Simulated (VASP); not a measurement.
Here is a VASP 6.6.1 calculation.

INCAR

```
SYSTEM = Ca
ALGO     = Normal         ! electronic algorithm
EDIFF    = 1E-6           ! SCF threshold, eV
ENCUT    = 520            ! plane-wave cutoff, eV
GGA      = PE             ! functional
ISIF     = 2              ! what is computed and relaxed
ISMEAR   = -1             ! smearing method
LASPH    = .True.         ! aspherical terms in the spheres
LCHARG   = .False.        ! write CHGCAR
LREAL    = .False.        ! projectors in reciprocal space
LWAVE    = .False.        ! write WAVECAR
NBANDS   = 17             ! bands
NELM     = 100            ! most SCF steps
PREC     = Accurate       ! precision mode
SIGMA    = 0.05           ! smearing width, eV
```

Contents of KPOINTS:

```
k-points
0
Gamma
  12 12 12
  0 0 0
```

Contents of POSCAR:

```
Ca
1.0
   -3.4139015891      3.4139015891      1.8465460143
    3.4139015891     -3.4139015891      1.8465460143
    3.4139015891      3.4139015891     -1.8465460143
Ca
2
Direct
   -0.3750000000     -0.1250000000     -0.2500000000
    0.3750000000      0.1250000000      0.2500000000
```

Potentials or basis: VASP PAW PBE potentials, release 64 (Ca_sv).

Command:

```bash
$ cat potpaw_PBE.64/Ca_sv/POTCAR > POTCAR
$ mpirun -np 1 vasp_std > vasp.out
```

Question: Predict the band gap on the k mesh.

Answer: Zero (bands 10 and 11 overlap by 1.06 eV).

Question: Estimate the pressure.

Answer: 0.0 GPa.
